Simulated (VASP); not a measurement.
**Si: single point with PBE**

The system is Si.

```xyz
8
Lattice="0.0000 0.0000 3.8608 3.3456 -3.3456 -1.9304 6.6912 6.6912 0.0000" Properties=species:S:1:pos:R:3 pbc="T T T"
Si    1.1951    1.1951    0.0000
Si    4.5407    4.5407    1.9304
Si    2.1505    2.1505    1.9304
Si    5.4961    5.4961    0.0000
Si    2.1505   -2.1505    1.9304
Si    5.4961    1.1951    0.0000
Si    1.1951   -1.1951    0.0000
Si    4.5407    2.1505    1.9304
```

```json
{
 "Program": "VASP 6.6.1",
 "Task": "single point",
 "Functional": "PBE",
 "Potentials or basis": "VASP PAW PBE potentials, release 64 (Si)",
 "Cutoff": "520 eV",
 "k mesh": "10 × 10 × 4",
 "Occupations": "gaussian, width 0.05 eV",
 "Spin": "no spin polarisation",
 "Dipole correction": "no",
 "Further INCAR settings": "ALGO = Normal; EDIFF = 1e-07; NBANDS = 26"
}
```

```json
{
  "Pressure": "-0.1 GPa",
  "Band gap on the k mesh": "0.36 eV"
}
```

Levels at points of the mesh, in eV from the valence-band top:
| k point | band 13 | band 14 | band 15 | band 16 | band 17 | band 18 | band 19 | band 20 |
| --- | --- | --- | --- | --- | --- | --- | --- | --- |
| (0.00, 0.00, 0.00) | -1.57 | -1.44 | -1.44 | -0.54 | 1.46 | 1.57 | 1.57 | 1.65 |
| (0.50, 0.00, 0.00) | -2.37 | -2.37 | -2.25 | -2.25 | 1.51 | 1.51 | 2.07 | 2.07 |
| (0.00, 0.50, 0.00) | -1.57 | -0.20 | 0.00 | 0.00 | 0.44 | 1.65 | 1.95 | 1.97 |
| (0.00, 0.00, 0.50) | -1.73 | -1.73 | -1.51 | -1.51 | 0.84 | 0.84 | 2.02 | 2.02 |
| (0.50, 0.00, 0.50) | -2.32 | -2.32 | -1.40 | -1.40 | 0.89 | 0.89 | 2.36 | 2.36 |
| (0.00, 0.50, 0.50) | -0.72 | -0.72 | -0.54 | -0.54 | 0.80 | 0.80 | 2.74 | 2.74 |

Run time: 7.6 min on 1 thread of Intel Xeon 8259CL (shared host), peak memory 0.46 GiB.

A k mesh can miss the band edges.
